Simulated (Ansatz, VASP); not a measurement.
## Zn: VASP beside Ansatz

```
Zn
1.0
     0.00000    1.96478    1.96478
     1.96478    0.00000    1.96478
     1.96478    1.96478    0.00000
Zn
1
Direct
  0.00000 0.00000 0.00000
```

Alike in both runs: task single point; functional PBE; k mesh 14 × 14 × 14; occupations gaussian, width 0.05 eV; no spin polarisation.

|  | VASP | Ansatz |
| --- | --- | --- |
| version | VASP 6.6.1 | Ansatz 0.2.0 |
| potentials or method | VASP PAW PBE potentials, release 64 (Zn), cutoff 520 eV | scalar-relativistic, plane waves, PAW |
| valence electrons in the cell | 12 | 12 |

|  | VASP | Ansatz | Ansatz less VASP |
| --- | --- | --- | --- |
| gap on the k mesh at the Fermi level (eV) | none | none | - |
| pressure (GPa) | 0.5 | 0.1 | -0.39 |

A gap of «none» marks a metal or a gap that the smearing closes. The functional is the same, so the differences come from potentials, cutoffs and numerics.
